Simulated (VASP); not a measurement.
# Mg (Fm-3m) in VASP: a series of runs, part 2 of 2

VASP 6.6.1. Earlier steps stand in the parts before.

### 4 Single point, PBE

This run uses another cell than the first one, of 24.50 Å³/atom.

The input, INCAR:

```
ALGO = Normal ; EDIFF = 1E-6
ENCUT = 520 ; GGA = PE
ISIF = 2 ; ISMEAR = -1
LASPH = T ; LCHARG = F
LREAL = F ; LWAVE = F
NBANDS = 7 ; NELM = 80
PREC = Accurate ; SIGMA = 0.06122561905347299
```

The input, KPOINTS:

```
k-points
0
Gamma
  41 41 41
```

The input, POSCAR:

```
Mg
1.0
    0.0000000000      2.3052908216      2.3052908216
    2.3052908216      0.0000000000      2.3052908216
    2.3052908216      2.3052908216      0.0000000000
Mg
1
Direct
    0.0000000000      0.0000000000      0.0000000000
```

Potentials or basis: VASP PAW PBE potentials, release 64 (Mg).

Started as:

```bash
$ cat potpaw_PBE.64/Mg/POTCAR > POTCAR
$ mpirun -np 1 vasp_std > vasp.out
```

OUTCAR:

```text
EDIFF = 1E-6
   ENCUT = 520
   GGA = PE
   ISIF = 2
   ISMEAR = -1
   LASPH = T
   LREAL = F
   NELM = 80
   PREC = Accurate

 ion  position               nearest neighbor table
   1  0.000  0.000  0.000-

  LATTYP: Found a face centered cubic cell.
 ALAT       =     4.6105816432

  Lattice vectors:

 A1 = (   0.0000000000,   2.3052908216,   2.3052908216)
 A2 = (   2.3052908216,   0.0000000000,   2.3052908216)
 A3 = (   2.3052908216,   2.3052908216,   0.0000000000)

Analysis of symmetry for initial positions (statically):
=====================================================================
 Subroutine PRICEL returns:
 Original cell was already a primitive cell.

 Routine SETGRP: Setting up the symmetry group for a
 face centered cubic supercell.

 Subroutine GETGRP returns: Found 48 space group operations
 (whereof 48 operations were pure point group operations)
 out of a pool of 48 trial point group operations.

The static configuration has the point symmetry O_h .

Analysis of symmetry for dynamics (positions and initial velocities):
=====================================================================
 Subroutine PRICEL returns:
 Original cell was already a primitive cell.

 Routine SETGRP: Setting up the symmetry group for a
 face centered cubic supercell.

 Subroutine GETGRP returns: Found 48 space group operations
 (whereof 48 operations were pure point group operations)
 out of a pool of 48 trial point group operations.

The dynamic configuration has the point symmetry O_h .

 Subroutine INISYM returns: Found 48 space group operations
 (whereof 48 operations are pure point group operations),
 and found     1 'primitive' translations

----------------------------------------------------------------------------------------

                                     Primitive cell

  volume of cell :      24.5023

  direct lattice vectors                    reciprocal lattice vectors
     0.000000000  2.305290822  2.305290822    -0.216892374  0.216892374  0.216892374
     2.305290822  0.000000000  2.305290822     0.216892374 -0.216892374  0.216892374
     2.305290822  2.305290822  0.000000000     0.216892374  0.216892374 -0.216892374

  length of vectors
     3.260173545  3.260173545  3.260173545     0.375668612  0.375668612  0.375668612

  position of ions in fractional coordinates (direct lattice)
     0.000000000  0.000000000  0.000000000

  ion indices of the primitive-cell ions
   primitive index   ion index
                 1           1

----------------------------------------------------------------------------------------

 KPOINTS: k-points

Automatic generation of k-mesh.
 Grid dimensions read from file:
 generate k-points for:   41   41   41

 Generating k-lattice:

  Cartesian coordinates                     Fractional coordinates (reciprocal lattice)
    -0.005290058  0.005290058  0.005290058     0.024390244  0.000000000  0.000000000
     0.005290058 -0.005290058  0.005290058     0.000000000  0.024390244  0.000000000
     0.005290058  0.005290058 -0.005290058     0.000000000  0.000000000  0.024390244

  Length of vectors
     0.009162649  0.009162649  0.009162649

  Shift w.r.t. Gamma in fractional coordinates (k-lattice)
     0.000000000  0.000000000  0.000000000

 Subroutine IBZKPT returns following result:
 ===========================================

 Found   1771 irreducible k-points:

 Following reciprocal coordinates:
            Coordinates               Weight
  0.000000  0.000000  0.000000      1.000000
  0.024390  0.000000  0.000000      8.000000
  0.048780  0.000000  0.000000      8.000000
  0.073171  0.000000  0.000000      8.000000
  0.097561  0.000000  0.000000      8.000000
  0.121951  0.000000  0.000000      8.000000
[... 16 lines left out ...]
  0.048780  0.024390  0.000000     24.000000
  0.073171  0.024390  0.000000     24.000000
 [... further k-points ...]
   k-points           NKPTS =   1771   k-points in BZ     NKDIM =   1771   number of bands    NBANDS=      7
   number of dos      NEDOS =    301   number of ions     NIONS =      1
   total plane-waves  NPLWV =  13824
   dimension x,y,z NGX =    24 NGY =   24 NGZ =   24
   dimension x,y,z NGXF=    48 NGYF=   48 NGZF=   48
   ions per type =               1
   NGX,Y,Z   is equivalent  to a cutoff of  12.24, 12.24, 12.24 a.u.
   NGXF,Y,Z  is equivalent  to a cutoff of  24.48, 24.48, 24.48 a.u.
 SYSTEM =  unknown system
   PREC   = accura    normal or accurate (medium, high low for compatibility)
   ISTART =      0    job   : 0-new  1-cont  2-samecut
   ICHARG =      2    charge: 1-file 2-atom 10-const
   ISPIN  =      1    spin polarized calculation?
   LNONCOLLINEAR =      F non collinear calculations
   LSORBIT =      F    spin-orbit coupling
   LASPH  =      T    aspherical Exc in radial PAW
   ENCUT  =  520.0 eV  38.22 Ry    6.18 a.u.   6.06  6.06  6.06*2*pi/ulx,y,z
   NELM   =     80;   NELMIN=  2; NELMDL= -5     # of ELM steps
   EDIFF  = 0.1E-05   stopping-criterion for ELM
   LREAL  =      F    real-space projection
   EDIFFG = 0.1E-04   stopping-criterion for IOM
   NSW    =      0    number of steps for IOM
   IBRION =     -1    ionic relax: 0-MD 1-quasi-New 2-CG
   NFREE  =      0    steps in history (QN), initial steepest desc. (CG)
   ISIF   =      2    stress and relaxation
   ISYM   =      2    0-nonsym 1-usesym 2-fastsym
   POTIM  = 0.5000    time-step for ionic-motion
   TEBEG  =    0.0;   TEEND  =   0.0 temperature during run
   PSTRESS=    0.0 pullay stress
   NELECT =       2.0000    total number of electrons
   NUPDOWN=      -1.0000    fix difference up-down
   EMIN   =  10.00;   EMAX   =-10.00  energy-range for DOS
   EFERMI =   0.00;   METHOD = LEGACY
   ISMEAR =    -1;   SIGMA  =   0.06  broadening in eV -4-tet -1-fermi 0-gaus
   EFERMI_NEDOS =   21; number of points for ismear=-14 and -15
   IALGO  =     38    algorithm
   IMIX   =      4    mixing-type and parameters
     AMIX     =   0.40;   BMIX     =  1.00
     AMIX_MAG =   1.60;   BMIX_MAG =  1.00
  volume/ion in A,a.u.               =      24.50       165.35
  Fermi-wavevector in a.u.,A,eV,Ry     =   0.710148  1.341986  6.861564  0.504311
  Thomas-Fermi vector in A             =   1.796919
   LORBIT       =      0    0 simple, 1 ext, 2 COOP (PROOUT), +10 PAW based schemes
   GGA     = PE    functional components
   LHFCALC =     F    Hartree Fock is set to
   AEXX    =    0.0000 exact exchange contribution
   IVDW    =     0    specifies the selected vdW correction
   LEPSILON=     F    determine dielectric tensor
   LRPA    =     F    only Hartree local field effects (RPA)
 non-spin polarized calculation
  energy-cutoff  :      520.00
  volume of cell :       24.50
 maximum number of plane-waves:       680
   NGX = 13   NGY = 13   NGZ = 13

 number of electron       2.0000000 magnetization

 Free energy of the ion-electron system (eV)
  ---------------------------------------------------
  ext. energy  EPLUGINS =         0.00000000
  ---------------------------------------------------
  free energy    TOTEN  =        -1.48727859 eV

  energy without entropy =       -1.48138343  energy(sigma->0) =       -1.48433101

 E-fermi :   2.2741     XC(G=0):  -8.2923

 val. band max:        2.2686193752   @ k =  -0.4146   0.2439   0.0976
 cond. band min:       2.2747183873   @ k =  -0.4390   0.4146   0.0000
 fundamental gap:      0.0060990121
 Fermi energy:         2.2740899630

 k-point     1 :       0.0000    0.0000    0.0000
  band No.  band energies     occupation
      1      -4.3537      2.00000
      2      14.2532      0.00000
      3      14.2532      0.00000
      4      14.2532      0.00000
      5      15.8490      0.00000
      6      15.8490      0.00000
      7      15.8490      0.00000
[... 221 lines left out ...]
 k-point    24 :       0.0732    0.0244    0.0000
  band No.  band energies     occupation
      1      -4.2524      2.00000
      2      12.7792      0.00000
      3      13.7023      0.00000
      4      14.0816      0.00000
      5      15.9357      0.00000
      6      16.1613      0.00000
      7      16.5685      0.00000

 [... further k-points ...]

------------------------ aborting loop because EDIFF is reached ----------------------------------------

  FORCE on cell =-STRESS in cart. coord.  units (eV):
  Direction    XX          YY          ZZ          XY          YZ          ZX
  --------------------------------------------------------------------------------------
  -------------------------------------------------------------------------------------
  Total       -0.2926863     -0.2926863     -0.2926863      0.0000000      0.0000000     -0.0000000
  in kB      -19.1384077    -19.1384077    -19.1384077      0.0000000      0.0000000     -0.0000000
  external PRESSURE =     -19.1384077 kB  Pullay stress =       0.0000000 kB

 VOLUME and BASIS-vectors are now :
 -----------------------------------------------------------------------------
  energy-cutoff  :      520.00
  volume of cell :       24.50
      direct lattice vectors                 reciprocal lattice vectors
     0.000000000  2.305290822  2.305290822    -0.216892374  0.216892374  0.216892374
     2.305290822  0.000000000  2.305290822     0.216892374 -0.216892374  0.216892374
     2.305290822  2.305290822  0.000000000     0.216892374  0.216892374 -0.216892374

 POSITION                                       TOTAL-FORCE (eV/Angst)
 -----------------------------------------------------------------------------------
      0.00000      0.00000      0.00000         0.000000      0.000000      0.000000
 -----------------------------------------------------------------------------------
    total drift:                               -0.000000      0.000000      0.000000

  FREE ENERGIE OF THE ION-ELECTRON SYSTEM (eV)
  ---------------------------------------------------
  free  energy   TOTEN  =        -1.4872785947 eV

  energy  without entropy=       -1.4813834261  energy(sigma->0) =       -1.48433101
```

Run time: 80 s. Hardware: 1 thread of Intel Xeon Platinum 8559C (Emerald Rapids), shared host; peak memory 0.41 GiB.

Results:

| Item | Value |
| --- | --- |
| Free energy | -1.4873 eV |
| Pressure | -1.9 GPa |
| Band gap on the k mesh | zero (bands 1 and 2 overlap by 2.49 eV) |

Levels at points of the mesh, in eV from the Fermi level:
```csv
k point,band 1,band 2,band 3,band 4,band 5
"(0.00, 0.00, 0.00)",-6.63,11.98,11.98,11.98,13.57
```

### 5 Overview

| cell | gap on the mesh (eV) | pressure (GPa) |
| --- | --- | --- |
| a = 3.219 Å, angles 60.0°, 1 atom | none | -0.8 |
| a = 3.240 Å, angles 60.0°, 1 atom | none | -1.4 |
| a = 3.260 Å, angles 60.0°, 1 atom | none | -1.9 |

Alike in all rows: task single point; level PBE; potentials or basis VASP PAW PBE potentials, release 64 (Mg); no spin polarisation; k mesh 41 × 41 × 41; cutoff (eV) 520; smearing fermi-dirac 0.0612256 eV.

Absolute energies hang on the potentials; compare differences alone.
